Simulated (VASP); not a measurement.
Set up this calculation in VASP 6.6.1, as the native input.

* Task: single point
* Functional: PBEsol
* Potentials or basis: VASP PAW PBE potentials, release 64 (F)
* Cutoff: 520 eV
* k mesh: 19 × 19 × 19
* Occupations: fermi-dirac, width 0.08 eV
* Spin: no spin polarisation
* Dipole correction: no
* Further INCAR settings: ALGO = Normal; EDIFF = 1e-06; NBANDS = 10

The structure of F lies in POSCAR:

```
F
1.0
    0.0000000000      1.4041523111      1.4041523111
    1.4041523111      0.0000000000      1.4041523111
    1.4041523111      1.4041523111      0.0000000000
F
1
Direct
    0.0000000000      0.0000000000      0.0000000000
```

This cell differs from its parent crystal: volume scaled by 0.6.

These files were run (other wordings do the same):

INCAR

```
SYSTEM = F
PREC     = Accurate       ! precision mode
ENCUT    = 520            ! plane-wave cutoff, eV
EDIFF    = 1E-6           ! SCF threshold, eV
ISMEAR   = -1             ! smearing method
SIGMA    = 0.08           ! smearing width, eV
LREAL    = .False.        ! projectors in reciprocal space
LASPH    = .True.         ! aspherical terms in the spheres
NELM     = 80             ! most SCF steps
ALGO     = Normal         ! electronic algorithm
ISIF     = 2              ! what is computed and relaxed
LWAVE    = .False.        ! write WAVECAR
LCHARG   = .False.        ! write CHGCAR
GGA      = PS             ! functional
NBANDS   = 10             ! bands
```

KPOINTS

```
regular mesh
0
Gamma
  19 19 19
  0 0 0
```

Potentials or basis: VASP PAW PBE potentials, release 64 (F).

Launch:

```sh
$ cat potpaw_PBE.64/F/POTCAR > POTCAR
$ mpirun -np 1 vasp_std > vasp.out
```

It gave:

```
Pressure : 134.1 GPa
```

Caveat: the PAW data sets were made with another functional, which shifts forces and pressure a little; an odd number of electrons without spin polarisation forces a metal; a magnetic or distorted state may lie lower.

Wall time 2.6 s on 1 thread of Intel(R) Xeon(R) 6975P-C (Granite Rapids) (shared host), peak memory 0.11 GiB.
